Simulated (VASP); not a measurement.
# Pt (I4/mmm) in VASP: notebook

The runs below take Pt through single point, with PBEsol.

Everything below comes from runs of VASP 6.6.1. Logs are shortened: lines on timing, memory, paths and dates and some standing lists are left out, and cuts for length are marked.

### 1 The cell of the first run

Symmetry: I4/mmm, No. 139, tetragonal system. The conventional cell has a = 3.168 Å, b = 3.168 Å, c = 3.105 Å, α = 90.00°, β = 90.00°, γ = 90.00°. Pt (site symmetry 4/mmm) has 14 Pt at 2.73 to 3.17 Å within 3.6 Å.

### 2 Single point, PBEsol (strain -0.0200 x Voigt [1, 0, 0, 0, 0, 0])

INCAR

```
  ALGO = Fast
  EDIFF = 1E-6
  ENCUT = 520
  GGA = PS
  ISIF = 2
  ISMEAR = 0
  LASPH = True
  LCHARG = False
  LREAL = False
  LWAVE = False
  NBANDS = 11
  NELM = 60
  PREC = Accurate
  SIGMA = 0.15
```

KPOINTS

```
k-points
0
Gamma
  22 22 22
```

POSCAR

```
Pt
1.0
   -1.5525356000      1.5842200000      1.5842200000
    1.5525356000     -1.5842200000      1.5842200000
    1.5525356000      1.5842200000     -1.5842200000
Pt
1
Direct
    0.0000000000      0.0000000000      0.0000000000
```

Potentials or basis: VASP PAW PBE potentials, release 64 (Pt).

Launch:

```console
$ cat potpaw_PBE.64/Pt/POTCAR > POTCAR
$ mpirun -np 1 vasp_std > vasp.out
```

OUTCAR:

```text
EDIFF = 1E-6
   ENCUT = 520
   GGA = PS
   ISIF = 2
   ISMEAR = 0
   LASPH = True
   LREAL = False
   NELM = 60
   PREC = Accurate

 ion  position               nearest neighbor table
   1  0.000  0.000  0.000-

  LATTYP: Found a body centered tetragonal cell.
 ALAT       =     3.1684400000
 C/A-ratio  =     0.9800000000

  Lattice vectors:

 A1 = (  -1.5525356000,   1.5842200000,  -1.5842200000)
 A2 = (  -1.5525356000,  -1.5842200000,   1.5842200000)
 A3 = (   1.5525356000,   1.5842200000,   1.5842200000)

Analysis of symmetry for initial positions (statically):
=====================================================================
 Subroutine PRICEL returns:
 Original cell was already a primitive cell.

 Routine SETGRP: Setting up the symmetry group for a
 body centered tetragonal supercell.

 Subroutine GETGRP returns: Found 16 space group operations
 (whereof 16 operations were pure point group operations)
 out of a pool of 16 trial point group operations.

The static configuration has the point symmetry D_4h.

Analysis of symmetry for dynamics (positions and initial velocities):
=====================================================================
 Subroutine PRICEL returns:
 Original cell was already a primitive cell.

 Routine SETGRP: Setting up the symmetry group for a
 body centered tetragonal supercell.

 Subroutine GETGRP returns: Found 16 space group operations
 (whereof 16 operations were pure point group operations)
 out of a pool of 16 trial point group operations.

The dynamic configuration has the point symmetry D_4h.

 Subroutine INISYM returns: Found 16 space group operations
 (whereof 16 operations are pure point group operations),
 and found     1 'primitive' translations

----------------------------------------------------------------------------------------

                                     Primitive cell

  volume of cell :      15.5859

  direct lattice vectors                    reciprocal lattice vectors
    -1.552535600  1.584220000  1.584220000     0.000000000  0.315612731  0.315612731
     1.552535600 -1.584220000  1.584220000     0.322053807  0.000000000  0.315612731
     1.552535600  1.584220000 -1.584220000     0.322053807  0.315612731  0.000000000

  length of vectors
     2.725779303  2.725779303  2.725779303     0.446343804  0.450921335  0.450921335

  position of ions in fractional coordinates (direct lattice)
     0.000000000  0.000000000  0.000000000

  ion indices of the primitive-cell ions
   primitive index   ion index
                 1           1

----------------------------------------------------------------------------------------

 KPOINTS: k-points

Automatic generation of k-mesh.
 Grid dimensions read from file:
 generate k-points for:   22   22   22

 Generating k-lattice:

  Cartesian coordinates                     Fractional coordinates (reciprocal lattice)
     0.000000000  0.014346033  0.014346033     0.045454545  0.000000000  0.000000000
     0.014638809  0.000000000  0.014346033     0.000000000  0.045454545  0.000000000
     0.014638809  0.014346033  0.000000000     0.000000000  0.000000000  0.045454545

  Length of vectors
     0.020288355  0.020496424  0.020496424

  Shift w.r.t. Gamma in fractional coordinates (k-lattice)
     0.000000000  0.000000000  0.000000000

 Subroutine IBZKPT returns following result:
 ===========================================

 Found    834 irreducible k-points:

 Following reciprocal coordinates:
            Coordinates               Weight
  0.000000  0.000000  0.000000      1.000000
  0.045455  0.000000  0.000000      4.000000
  0.090909  0.000000  0.000000      4.000000
  0.136364  0.000000  0.000000      4.000000
  0.181818  0.000000  0.000000      4.000000
  0.227273  0.000000  0.000000      4.000000
[... 16 lines left out ...]
  0.454545  0.045455  0.000000     16.000000
  0.000000  0.090909  0.000000      8.000000
 [... further k-points ...]
   k-points           NKPTS =    834   k-points in BZ     NKDIM =    834   number of bands    NBANDS=     11
   number of dos      NEDOS =    301   number of ions     NIONS =      1
   total plane-waves  NPLWV =   8000
   dimension x,y,z NGX =    20 NGY =   20 NGZ =   20
   dimension x,y,z NGXF=    40 NGYF=   40 NGZF=   40
   ions per type =               1
   NGX,Y,Z   is equivalent  to a cutoff of  12.20, 12.20, 12.20 a.u.
   NGXF,Y,Z  is equivalent  to a cutoff of  24.40, 24.40, 24.40 a.u.
 SYSTEM =  unknown system
   PREC   = accura    normal or accurate (medium, high low for compatibility)
   ISTART =      0    job   : 0-new  1-cont  2-samecut
   ICHARG =      2    charge: 1-file 2-atom 10-const
   ISPIN  =      1    spin polarized calculation?
   LNONCOLLINEAR =      F non collinear calculations
   LSORBIT =      F    spin-orbit coupling
   LASPH  =      T    aspherical Exc in radial PAW
   ENCUT  =  520.0 eV  38.22 Ry    6.18 a.u.   5.07  5.07  5.07*2*pi/ulx,y,z
   NELM   =     60;   NELMIN=  2; NELMDL= -5     # of ELM steps
   EDIFF  = 0.1E-05   stopping-criterion for ELM
   LREAL  =      F    real-space projection
   EDIFFG = 0.1E-04   stopping-criterion for IOM
   NSW    =      0    number of steps for IOM
   IBRION =     -1    ionic relax: 0-MD 1-quasi-New 2-CG
   NFREE  =      0    steps in history (QN), initial steepest desc. (CG)
   ISIF   =      2    stress and relaxation
   ISYM   =      2    0-nonsym 1-usesym 2-fastsym
   POTIM  = 0.5000    time-step for ionic-motion
   TEBEG  =    0.0;   TEEND  =   0.0 temperature during run
   PSTRESS=    0.0 pullay stress
   NELECT =      10.0000    total number of electrons
   NUPDOWN=      -1.0000    fix difference up-down
   EMIN   =  10.00;   EMAX   =-10.00  energy-range for DOS
   EFERMI =   0.00;   METHOD = LEGACY
   ISMEAR =     0;   SIGMA  =   0.15  broadening in eV -4-tet -1-fermi 0-gaus
   EFERMI_NEDOS =   21; number of points for ismear=-14 and -15
   IALGO  =     68    algorithm
   IMIX   =      4    mixing-type and parameters
     AMIX     =   0.40;   BMIX     =  1.00
     AMIX_MAG =   1.60;   BMIX_MAG =  1.00
  volume/ion in A,a.u.               =      15.59       105.18
  Fermi-wavevector in a.u.,A,eV,Ry     =   1.411987  2.668268 27.126028  1.993707
  Thomas-Fermi vector in A             =   2.533782
   LORBIT       =      0    0 simple, 1 ext, 2 COOP (PROOUT), +10 PAW based schemes
   GGA     = PS    functional components
   LHFCALC =     F    Hartree Fock is set to
   AEXX    =    0.0000 exact exchange contribution
   IVDW    =     0    specifies the selected vdW correction
   LEPSILON=     F    determine dielectric tensor
   LRPA    =     F    only Hartree local field effects (RPA)
 non-spin polarized calculation
 RMM-DIIS sequential band-by-band and
 Gauss-broadening in eV      SIGMA  =   0.15
  energy-cutoff  :      520.00
  volume of cell :       15.59
 maximum number of plane-waves:       432
   NGX = 11   NGY = 11   NGZ = 11

 number of electron      10.0000000 magnetization

 number of electron       9.9999998 magnetization

 Free energy of the ion-electron system (eV)
  ---------------------------------------------------
  ext. energy  EPLUGINS =         0.00000000
  ---------------------------------------------------
  free energy    TOTEN  =        -6.84857168 eV

  energy without entropy =       -6.83569939  energy(sigma->0) =       -6.84213554

 E-fermi :  10.2442     XC(G=0): -13.4269

 val. band max:       10.2427621887   @ k =   0.3636  -0.0455   0.0455
 cond. band min:      10.2447832258   @ k =   0.4545  -0.3182   0.2273
 fundamental gap:      0.0020210371
 Fermi energy:        10.2441686475

 k-point     1 :       0.0000    0.0000    0.0000
  band No.  band energies     occupation
      1       0.5568      2.00000
      2       6.5879      2.00000
      3       6.7640      2.00000
      4       6.7640      2.00000
      5       9.1428      2.00000
      6       9.3758      2.00000
      7      27.2149      0.00000
      8      27.2149      0.00000
      9      27.6151      0.00000
     10      37.4251      0.00000
     11      37.6519      0.00000

 k-point     2 :       0.0455    0.0000    0.0000
  band No.  band energies     occupation
      1       0.6412      2.00000
      2       6.5904      2.00000
      3       6.7315      2.00000
      4       6.8321      2.00000
      5       9.0974      2.00000
      6       9.3749      2.00000
      7      27.2615      0.00000
      8      27.2918      0.00000
      9      27.7389      0.00000
     10      35.8457      0.00000
     11      36.3291      0.00000

 k-point     3 :       0.0909    0.0000    0.0000
  band No.  band energies     occupation
      1       0.8899      2.00000
      2       6.5943      2.00000
      3       6.6379      2.00000
      4       7.0340      2.00000
      5       8.9789      2.00000
      6       9.3733      2.00000
      7      27.3660      0.00000
      8      27.4481      0.00000
      9      28.1046      0.00000
     10      34.3946      0.00000
     11      34.7998      0.00000

 k-point     4 :       0.1364    0.0000    0.0000
  band No.  band energies     occupation
      1       1.2874      2.00000
      2       6.4941      2.00000
      3       6.5930      2.00000
      4       7.3635      2.00000
      5       8.8342      2.00000
      6       9.3734      2.00000
      7      27.4102      0.00000
      8      27.4227      0.00000
      9      28.6955      0.00000
     10      33.3396      0.00000
     11      33.4659      0.00000
[... 239 lines left out ...]
 k-point    22 :       0.4091    0.0455    0.0000
  band No.  band energies     occupation
      1       3.5889      2.00000
      2       5.4410      2.00000
      3       8.6953      2.00000
      4       9.1886      2.00000
      5       9.8026      1.99997
      6      11.2925      0.00000
      7      17.6088      0.00000
      8      23.9301      0.00000
      9      26.8206      0.00000
     10      34.1773      0.00000
     11      34.9862      0.00000

 k-point    23 :       0.4545    0.0455    0.0000
  band No.  band energies     occupation
      1       3.5804      2.00000
      2       5.3927      2.00000
      3       8.8925      2.00000
      4       9.2766      2.00000
      5      10.1689      1.52211
      6      11.6645      0.00000
      7      16.6360      0.00000
      8      23.7214      0.00000
      9      26.3607      0.00000
     10      34.0032      0.00000
     11      35.4367      0.00000

 k-point    24 :       0.0000    0.0909    0.0000
  band No.  band energies     occupation
      1       0.8973      2.00000
      2       6.5245      2.00000
      3       6.7551      2.00000
      4       6.9657      2.00000
      5       9.0903      2.00000
      6       9.2806      2.00000
      7      27.4365      0.00000
      8      27.7209      0.00000
      9      27.7640      0.00000
     10      34.5152      0.00000
     11      35.2577      0.00000

 [... further k-points ...]

------------------------ aborting loop because EDIFF is reached ----------------------------------------

  FORCE on cell =-STRESS in cart. coord.  units (eV):
  Direction    XX          YY          ZZ          XY          YZ          ZX
  --------------------------------------------------------------------------------------
  -------------------------------------------------------------------------------------
  Total       -0.7954524     -0.5819841     -0.5819841     -0.0000000      0.0000000      0.0000000
  in kB      -81.7696660    -59.8258867    -59.8258867     -0.0000000      0.0000000      0.0000000
  external PRESSURE =     -67.1404798 kB  Pullay stress =       0.0000000 kB

 VOLUME and BASIS-vectors are now :
 -----------------------------------------------------------------------------
  energy-cutoff  :      520.00
  volume of cell :       15.59
      direct lattice vectors                 reciprocal lattice vectors
    -1.552535600  1.584220000  1.584220000     0.000000000  0.315612731  0.315612731
     1.552535600 -1.584220000  1.584220000     0.322053807  0.000000000  0.315612731
     1.552535600  1.584220000 -1.584220000     0.322053807  0.315612731  0.000000000

 POSITION                                       TOTAL-FORCE (eV/Angst)
 -----------------------------------------------------------------------------------
      0.00000      0.00000      0.00000         0.000000      0.000000     -0.000000
 -----------------------------------------------------------------------------------
    total drift:                                0.000000     -0.000000      0.000000

  FREE ENERGIE OF THE ION-ELECTRON SYSTEM (eV)
  ---------------------------------------------------
  free  energy   TOTEN  =        -6.8485716771 eV

  energy  without entropy=       -6.8356993948  energy(sigma->0) =       -6.84213554
```

It took 57 s on 1 thread of Intel Xeon Platinum 8559C (Emerald Rapids), shared host; peak memory 0.25 GiB.

What came out:

| Quantity | Value |
| --- | --- |
| Free energy | -6.8486 eV |
| Pressure | -6.7 GPa |
| Band gap on the k mesh | zero (bands 5 and 6 overlap by 2.16 eV) |

Stress tensor (GPa, compression positive):
```
-8.18  0.00  0.00
 0.00 -5.98  0.00
 0.00  0.00 -5.98
```

Levels at points of the mesh, in eV from the Fermi level:
```
           k point  band 3  band 4  band 5  band 6  band 7  band 8
(0.00, 0.00, 0.00)   -3.48   -3.48   -1.10   -0.87   16.97   16.97
(0.50, 0.00, 0.00)   -1.32   -0.71    0.09    1.08    6.28   13.41
(0.00, 0.50, 0.00)   -1.11   -0.59    0.22    1.11    6.46   13.18
(0.50, 0.50, 0.50)    0.55    0.55    0.61    7.45    7.45    8.07
```

Caveat: the cell differs from its parent crystal (strain -0.0200 x Voigt [1, 0, 0, 0, 0, 0]); the cell stands under tension; the PAW data sets were made with another functional, which shifts forces and pressure a little; spin-orbit coupling is left out, which moves the levels of the heavy elements.

### 3 Single point, PBEsol (strain -0.0100 x Voigt [1, 0, 0, 0, 0, 0])

INCAR

```
PREC = Accurate
ENCUT = 520
EDIFF = 1E-7
ISMEAR = 0
SIGMA = 0.15
LREAL = F
LASPH = T
NELM = 60
ALGO = Fast
ISIF = 2
LWAVE = F
LCHARG = F
GGA = PS
NBANDS = 11
```

KPOINTS

```
Automatic mesh
0
Gamma
  22 22 22
```

POSCAR

```
Pt
1.0
   -1.5683778000      1.5842200000      1.5842200000
    1.5683778000     -1.5842200000      1.5842200000
    1.5683778000      1.5842200000     -1.5842200000
Pt
1
Direct
    0.0000000000      0.0000000000      0.0000000000
```

Potentials or basis: VASP PAW PBE potentials, release 64 (Pt).

Launch:

```console
$ cat potpaw_PBE.64/Pt/POTCAR > POTCAR
$ mpirun -np 1 vasp_std > vasp.out
```

It took 64 s on 1 thread of Intel Xeon Platinum 8559C (Emerald Rapids), shared host; peak memory 0.25 GiB.

It converged, with:

```yaml
Free_energy: -6.8398 eV
Pressure: -9.1 GPa
Band_gap_on_the_k_mesh: zero (bands 5 and 6 overlap by 2.12 eV)
```

Stress tensor (GPa, compression positive):
```
-9.75  0.00  0.00
 0.00 -8.70  0.00
 0.00  0.00 -8.70
```

Levels at points of the mesh, in eV from the Fermi level:
| k point | band 2 | band 3 | band 4 | band 5 | band 6 | band 7 | band 8 | band 9 |
| --- | --- | --- | --- | --- | --- | --- | --- | --- |
| (0.00, 0.00, 0.00) | -3.54 | -3.46 | -3.46 | -1.02 | -0.91 | 17.04 | 17.04 | 17.24 |
| (0.50, 0.00, 0.00) | -4.86 | -1.22 | -0.67 | 0.17 | 1.07 | 6.26 | 13.33 | 16.02 |
| (0.00, 0.50, 0.00) | -4.95 | -1.12 | -0.61 | 0.23 | 1.09 | 6.34 | 13.22 | 15.77 |
| (0.50, 0.50, 0.50) | -6.09 | 0.54 | 0.54 | 0.57 | 7.53 | 7.53 | 7.84 | 12.78 |

Caveat: the cell differs from its parent crystal (strain -0.0100 x Voigt [1, 0, 0, 0, 0, 0]); the cell stands under tension; the PAW data sets were made with another functional, which shifts forces and pressure a little; spin-orbit coupling is left out, which moves the levels of the heavy elements.

### 4 Single point, PBEsol (strain -0.0150 x Voigt [1, 0, 0, 0, 0, 0])

INCAR

```
SYSTEM = Pt
PREC = Accurate
ENCUT = 520
EDIFF = 1E-6
ISMEAR = 0
SIGMA = 0.15
LREAL = .FALSE.
LASPH = .TRUE.
NELM = 80
ALGO = Fast
ISIF = 2
LWAVE = .FALSE.
LCHARG = .TRUE.
GGA = PS
LELF = .TRUE.
LVHAR = .TRUE.
NBANDS = 11
```

KPOINTS

```
regular mesh
0
G
  22 22 22
  0 0 0
```

POSCAR

```
Pt
1.0
   -1.5604567000      1.5842200000      1.5842200000
    1.5604567000     -1.5842200000      1.5842200000
    1.5604567000      1.5842200000     -1.5842200000
Pt
1
Direct
    0.0000000000      0.0000000000      0.0000000000
```

Launch:

```console
$ cat potpaw_PBE.64/Pt/POTCAR > POTCAR
$ mpirun -np 1 vasp_std > vasp.out
```

Wall time 55 s (1 thread of Intel Xeon Platinum 8559C (Emerald Rapids), shared host); peak memory 0.25 GiB.

The run converged. Its results:

```yaml
Free_energy: -6.8444 eV
Pressure: -7.9 GPa
Band_gap_on_the_k_mesh: zero (bands 5 and 6 overlap by 2.13 eV)
```

Stress tensor (GPa, compression positive):
```
-8.99  0.00  0.00
 0.00 -7.38  0.00
 0.00  0.00 -7.38
```

Levels at points of the mesh, in eV from the Fermi level:
```tsv
k point	band 3	band 4	band 5	band 6	band 7	band 8
(0.00, 0.00, 0.00)	-3.47	-3.47	-1.06	-0.89	17.01	17.01
(0.50, 0.00, 0.00)	-1.27	-0.69	0.13	1.07	6.27	13.37
(0.00, 0.50, 0.00)	-1.11	-0.60	0.23	1.10	6.40	13.20
(0.50, 0.50, 0.50)	0.55	0.55	0.59	7.49	7.49	7.95
```

Caveat: the cell differs from its parent crystal (strain -0.0150 x Voigt [1, 0, 0, 0, 0, 0]); the cell stands under tension; the PAW data sets were made with another functional, which shifts forces and pressure a little; spin-orbit coupling is left out, which moves the levels of the heavy elements.

### 5 The runs side by side

```csv
cell,further INCAR settings,gap on the mesh (eV),pressure (GPa)
"a = 2.726 Å, angles 110.6, 108.9, 108.9°, 1 atom",ALGO = Fast; EDIFF = 1e-06; NBANDS = 11,none,-6.7
"a = 2.735 Å, angles 110.0, 109.2, 109.2°, 1 atom",ALGO = Fast; EDIFF = 1e-07; NBANDS = 11,none,-9.1
"a = 2.730 Å, angles 110.3, 109.1, 109.1°, 1 atom",ALGO = Fast; EDIFF = 1e-06; NBANDS = 11,none,-7.9
```

Alike in all rows: task single point; level PBEsol; potentials or basis VASP PAW PBE potentials, release 64 (Pt); no spin polarisation; k mesh 22 × 22 × 22; cutoff (eV) 520; smearing gaussian 0.15 eV.

Caveats: the cell stands under tension; the PAW data sets were made with another functional, which shifts forces and pressure a little; spin-orbit coupling is left out, which moves the levels of the heavy elements.

Absolute energies hang on the potentials; compare differences alone.
